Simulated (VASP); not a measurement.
# Ca (Im-3m) in VASP: single point with LDA

Aim: the single point of Ca with LDA.

Program: VASP 6.6.1. These are calculated values, not measurements. Logs are shortened: lines on timing, memory, paths and dates and some standing lists are left out, and cuts for length are marked.

## 1. The cell of the first run

Symmetry: Im-3m, No. 229, cubic system. The conventional cell has a = 4.233 Å, b = 4.233 Å, c = 4.233 Å, α = 90.00°, β = 90.00°, γ = 90.00°. Ca (site symmetry m-3m) has 14 Ca at 3.67 to 4.23 Å within 4.8 Å.

## 2. Single point, LDA

INCAR reads:

```
SYSTEM = Ca
PREC = Accurate
ENCUT = 520
EDIFF = 1E-7
ISMEAR = -1
SIGMA = 0.13605693000000002
LREAL = .False.
LASPH = .True.
NELM = 60
ALGO = Normal
ISIF = 2
LWAVE = .False.
LCHARG = .False.
GGA = CA
NBANDS = 11
```

KPOINTS reads:

```
Automatic mesh
0
Gamma
  11 11 11
  0 0 0
```

POSCAR reads:

```
Ca
1.0
   -2.1163872848      2.1163872848      2.1163872848
    2.1163872848     -2.1163872848      2.1163872848
    2.1163872848      2.1163872848     -2.1163872848
Ca
1
Direct
    0.0000000000      0.0000000000      0.0000000000
```

Potentials or basis: VASP PAW LDA potentials, release 64 (Ca_sv).

Run with:

```console
> cat potpaw_LDA.64/Ca_sv/POTCAR > POTCAR
> mpirun -np 1 vasp_std > vasp.out
```

OUTCAR:

```text
SYSTEM = Ca
   PREC = Accurate
   ENCUT = 520
   EDIFF = 1E-7
   ISMEAR = -1
   LREAL = .False.
   LASPH = .True.
   NELM = 60
   ISIF = 2
   GGA = CA

 ion  position               nearest neighbor table
   1  0.000  0.000  0.000-

  LATTYP: Found a body centered cubic cell.
 ALAT       =     4.2327745696

  Lattice vectors:

 A1 = (  -2.1163872848,   2.1163872848,   2.1163872848)
 A2 = (   2.1163872848,  -2.1163872848,   2.1163872848)
 A3 = (   2.1163872848,   2.1163872848,  -2.1163872848)

Analysis of symmetry for initial positions (statically):
=====================================================================
 Subroutine PRICEL returns:
 Original cell was already a primitive cell.

 Routine SETGRP: Setting up the symmetry group for a
 body centered cubic supercell.

 Subroutine GETGRP returns: Found 48 space group operations
[... 9 lines left out ...]

 Routine SETGRP: Setting up the symmetry group for a
 body centered cubic supercell.

 Subroutine GETGRP returns: Found 48 space group operations
[... 11 lines left out ...]
                                     Primitive cell

  volume of cell :      37.9180

  direct lattice vectors                    reciprocal lattice vectors
    -2.116387285  2.116387285  2.116387285     0.000000000  0.236251656  0.236251656
     2.116387285 -2.116387285  2.116387285     0.236251656  0.000000000  0.236251656
     2.116387285  2.116387285 -2.116387285     0.236251656  0.236251656  0.000000000

  length of vectors
     3.665690306  3.665690306  3.665690306     0.334110296  0.334110296  0.334110296

  position of ions in fractional coordinates (direct lattice)
     0.000000000  0.000000000  0.000000000

  ion indices of the primitive-cell ions
   primitive index   ion index
                 1           1

----------------------------------------------------------------------------------------

 KPOINTS: Automatic mesh

Automatic generation of k-mesh.
 Grid dimensions read from file:
 generate k-points for:   11   11   11

 Generating k-lattice:

  Cartesian coordinates                     Fractional coordinates (reciprocal lattice)
     0.000000000  0.021477423  0.021477423     0.090909091  0.000000000  0.000000000
     0.021477423  0.000000000  0.021477423     0.000000000  0.090909091  0.000000000
     0.021477423  0.021477423  0.000000000     0.000000000  0.000000000  0.090909091

  Length of vectors
     0.030373663  0.030373663  0.030373663

  Shift w.r.t. Gamma in fractional coordinates (k-lattice)
     0.000000000  0.000000000  0.000000000

 Subroutine IBZKPT returns following result:
 ===========================================

 Found     56 irreducible k-points:

 Following reciprocal coordinates:
            Coordinates               Weight
  0.000000  0.000000  0.000000      1.000000
  0.090909  0.000000  0.000000     12.000000
  0.181818  0.000000  0.000000     12.000000
  0.272727  0.000000  0.000000     12.000000
  0.363636  0.000000  0.000000     12.000000
  0.454545  0.000000  0.000000     12.000000
[... 16 lines left out ...]
  0.272727  0.181818  0.090909     48.000000
  0.363636  0.181818  0.090909     24.000000
 [... further k-points ...]
   k-points           NKPTS =     56   k-points in BZ     NKDIM =     56   number of bands    NBANDS=     11
   number of dos      NEDOS =    301   number of ions     NIONS =      1
   total plane-waves  NPLWV =  21952
   dimension x,y,z NGX =    28 NGY =   28 NGZ =   28
   dimension x,y,z NGXF=    56 NGYF=   56 NGZF=   56
   ions per type =               1
   NGX,Y,Z   is equivalent  to a cutoff of  12.70, 12.70, 12.70 a.u.
   NGXF,Y,Z  is equivalent  to a cutoff of  25.40, 25.40, 25.40 a.u.
 SYSTEM =  Ca
   PREC   = accura    normal or accurate (medium, high low for compatibility)
   ISTART =      0    job   : 0-new  1-cont  2-samecut
   ICHARG =      2    charge: 1-file 2-atom 10-const
   ISPIN  =      1    spin polarized calculation?
   LNONCOLLINEAR =      F non collinear calculations
   LSORBIT =      F    spin-orbit coupling
   LASPH  =      T    aspherical Exc in radial PAW
   ENCUT  =  520.0 eV  38.22 Ry    6.18 a.u.   6.82  6.82  6.82*2*pi/ulx,y,z
   NELM   =     60;   NELMIN=  2; NELMDL= -5     # of ELM steps
   EDIFF  = 0.1E-06   stopping-criterion for ELM
   LREAL  =      F    real-space projection
   EDIFFG = 0.1E-05   stopping-criterion for IOM
   NSW    =      0    number of steps for IOM
   IBRION =     -1    ionic relax: 0-MD 1-quasi-New 2-CG
   NFREE  =      0    steps in history (QN), initial steepest desc. (CG)
   ISIF   =      2    stress and relaxation
   ISYM   =      2    0-nonsym 1-usesym 2-fastsym
   POTIM  = 0.5000    time-step for ionic-motion
   TEBEG  =    0.0;   TEEND  =   0.0 temperature during run
   PSTRESS=    0.0 pullay stress
   NELECT =      10.0000    total number of electrons
   NUPDOWN=      -1.0000    fix difference up-down
   EMIN   =  10.00;   EMAX   =-10.00  energy-range for DOS
   EFERMI =   0.00;   METHOD = LEGACY
   ISMEAR =    -1;   SIGMA  =   0.14  broadening in eV -4-tet -1-fermi 0-gaus
   EFERMI_NEDOS =   21; number of points for ismear=-14 and -15
   IALGO  =     38    algorithm
   IMIX   =      4    mixing-type and parameters
     AMIX     =   0.40;   BMIX     =  1.00
     AMIX_MAG =   1.60;   BMIX_MAG =  1.00
  volume/ion in A,a.u.               =      37.92       255.88
  Fermi-wavevector in a.u.,A,eV,Ry     =   1.049848  1.983925 14.996076  1.102180
  Thomas-Fermi vector in A             =   2.184827
   LORBIT       =      0    0 simple, 1 ext, 2 COOP (PROOUT), +10 PAW based schemes
   GGA     = CA    functional components
   LHFCALC =     F    Hartree Fock is set to
   AEXX    =    0.0000 exact exchange contribution
   IVDW    =     0    specifies the selected vdW correction
   LEPSILON=     F    determine dielectric tensor
   LRPA    =     F    only Hartree local field effects (RPA)
 non-spin polarized calculation
  energy-cutoff  :      520.00
  volume of cell :       37.92
 maximum number of plane-waves:      1036
   NGX = 13   NGY = 13   NGZ = 13

 number of electron      10.0000000 magnetization

 number of electron       9.9999998 magnetization

 Free energy of the ion-electron system (eV)
  ---------------------------------------------------
  ext. energy  EPLUGINS =         0.00000000
  ---------------------------------------------------
  free energy    TOTEN  =        -2.23510331 eV

  energy without entropy =       -2.15337563  energy(sigma->0) =       -2.19423947

 E-fermi :   2.2245     XC(G=0):  -8.3146

 val. band max:        2.2101444356   @ k =  -0.4545  -0.4545   0.3636
 cond. band min:       2.2344718720   @ k =  -0.4545  -0.4545   0.2727
 fundamental gap:      0.0243274365
 Fermi energy:         2.2244815788

 k-point     1 :       0.0000    0.0000    0.0000
  band No.  band energies     occupation
      1     -39.0746      2.00000
      2     -20.2632      2.00000
      3     -20.2632      2.00000
      4     -20.2632      2.00000
      5      -1.9804      2.00000
      6       4.5884      0.00000
      7       4.5884      0.00000
      8       4.5884      0.00000
      9       5.7860      0.00000
     10       5.7860      0.00000
     11      13.1028      0.00000

 k-point     2 :       0.0909    0.0000    0.0000
  band No.  band energies     occupation
      1     -39.0725      2.00000
      2     -20.2808      2.00000
      3     -20.2689      2.00000
      4     -20.2633      2.00000
      5      -1.8159      2.00000
      6       4.4860      0.00000
      7       4.5243      0.00000
      8       4.7174      0.00000
      9       5.6672      0.00000
     10       5.7892      0.00000
     11      12.9797      0.00000

 k-point     3 :       0.1818    0.0000    0.0000
  band No.  band energies     occupation
      1     -39.0670      2.00000
      2     -20.3276      2.00000
      3     -20.2841      2.00000
      4     -20.2634      2.00000
      5      -1.3390      2.00000
      6       4.2195      0.00000
      7       4.2311      0.00000
      8       5.0921      0.00000
      9       5.5444      0.00000
     10       5.8132      0.00000
     11      12.0578      0.00000

 k-point     4 :       0.2727    0.0000    0.0000
  band No.  band energies     occupation
      1     -39.0597      2.00000
      2     -20.3879      2.00000
      3     -20.3039      2.00000
      4     -20.2635      2.00000
      5      -0.6029      2.00000
      6       3.6710      0.00005
      7       3.9322      0.00001
      8       5.6030      0.00000
      9       5.6693      0.00000
     10       5.8819      0.00000
     11      10.4898      0.00000

 k-point     5 :       0.3636    0.0000    0.0000
  band No.  band energies     occupation
      1     -39.0530      2.00000
      2     -20.4424      2.00000
      3     -20.3220      2.00000
      4     -20.2636      2.00000
      5       0.2874      2.00000
      6       3.0733      0.00390
      7       3.6845      0.00004
      8       5.6943      0.00000
      9       5.9910      0.00000
     10       6.3479      0.00000
     11       9.0888      0.00000
[... 211 lines left out ...]
 k-point    21 :      -0.0909    0.0909    0.0909
  band No.  band energies     occupation
      1     -39.0705      2.00000
      2     -20.2862      2.00000
      3     -20.2747      2.00000
      4     -20.2747      2.00000
      5      -1.6537      2.00000
      6       4.5049      0.00000
      7       4.5049      0.00000
      8       4.7319      0.00000
      9       5.3765      0.00000
     10       5.9228      0.00000
     11      12.7934      0.00000

 k-point    22 :       0.1818    0.1818    0.0909
  band No.  band energies     occupation
      1     -39.0526      2.00000
      2     -20.4291      2.00000
      3     -20.3165      2.00000
      4     -20.2905      2.00000
      5       0.4717      1.99999
      6       3.1715      0.00190
      7       3.3488      0.00052
      8       5.8260      0.00000
      9       6.0132      0.00000
     10       6.6579      0.00000
     11       9.1514      0.00000

 k-point    23 :       0.2727    0.1818    0.0909
  band No.  band energies     occupation
      1     -39.0487      2.00000
      2     -20.4390      2.00000
      3     -20.3450      2.00000
      4     -20.2953      2.00000
      5       1.3455      1.99688
      6       2.7759      0.03415
      7       3.1493      0.00223
      8       5.9014      0.00000
      9       6.0846      0.00000
     10       7.2768      0.00000
     11       7.8969      0.00000

 k-point    24 :       0.3636    0.1818    0.0909
  band No.  band energies     occupation
      1     -39.0472      2.00000
      2     -20.4392      2.00000
      3     -20.3596      2.00000
      4     -20.2966      2.00000
      5       1.9443      1.77370
      6       2.4170      0.39092
      7       3.0790      0.00374
      8       5.9086      0.00000
      9       6.1176      0.00000
     10       7.3931      0.00000
     11       7.5989      0.00000

 [... further k-points ...]
[... 5 lines left out ...]
  --------------------------------------------------------------------------------------
  -------------------------------------------------------------------------------------
  Total        0.0002844      0.0002844      0.0002844     -0.0000000     -0.0000000      0.0000000
  in kB        0.0120170      0.0120170      0.0120170     -0.0000000     -0.0000000      0.0000000
  external PRESSURE =       0.0120170 kB  Pullay stress =       0.0000000 kB

 VOLUME and BASIS-vectors are now :
 -----------------------------------------------------------------------------
  energy-cutoff  :      520.00
  volume of cell :       37.92
      direct lattice vectors                 reciprocal lattice vectors
    -2.116387285  2.116387285  2.116387285     0.000000000  0.236251656  0.236251656
     2.116387285 -2.116387285  2.116387285     0.236251656  0.000000000  0.236251656
     2.116387285  2.116387285 -2.116387285     0.236251656  0.236251656  0.000000000

 POSITION                                       TOTAL-FORCE (eV/Angst)
 -----------------------------------------------------------------------------------
      0.00000      0.00000      0.00000        -0.000000     -0.000000     -0.000000
 -----------------------------------------------------------------------------------
    total drift:                               -0.000000     -0.000000     -0.000000

  FREE ENERGIE OF THE ION-ELECTRON SYSTEM (eV)
  ---------------------------------------------------
  free  energy   TOTEN  =        -2.2351033106 eV

  energy  without entropy=       -2.1533756265  energy(sigma->0) =       -2.19423947
```

It took 8.7 s on 1 thread of Intel Xeon 6975P-C (Granite Rapids), shared host; peak memory 0.14 GiB.

What came out:

* Free energy: -2.2351 eV
* Pressure: 0.0 GPa
* Band gap on the k mesh: zero (band 5 reaches 2.55 eV, above the bottom of band 6 at 2.20 eV)

Levels at points of the mesh, in eV from the Fermi level:
```tsv
k point	band 3	band 4	band 5	band 6	band 7	band 8
(0.00, 0.00, 0.00)	-22.49	-22.49	-4.20	2.36	2.36	2.36
```
